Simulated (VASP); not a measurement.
Input of a VASP 6.6.1 run:

INCAR

```
SYSTEM = ScZn
PREC = Accurate ; ENCUT = 520
EDIFF = 1E-7 ; ISMEAR = -1
SIGMA = 0.05 ; LREAL = .False.
LASPH = .True. ; NELM = 80
ALGO = Normal ; ISIF = 2
LWAVE = .False. ; LCHARG = .False.
GGA = PS ; NBANDS = 18
```

The input KPOINTS:

```
regular mesh
0
Gamma
  11 11 11
  0 0 0
```

POSCAR

```
ScZn
1.0
    3.1733485946      0.0000000000      0.0000000000
    0.0000000000      3.1733485946      0.0000000000
    0.0000000000      0.0000000000      3.1733485946
Sc Zn
1 1
Direct
    0.0000000000      0.0000000000      0.0000000000
    0.5000000000      0.5000000000      0.5000000000
```

Potentials or basis: VASP PAW PBE potentials, release 64 (Sc_sv, Zn).

The run is started by

```console
$ cat potpaw_PBE.64/Sc_sv/POTCAR potpaw_PBE.64/Zn/POTCAR > POTCAR
$ mpirun -np 1 vasp_std > vasp.out
```

Task: What does it give for the pressure?

Result: 13.0 GPa.

Caveat: the PAW data sets were made with another functional, which shifts forces and pressure a little.
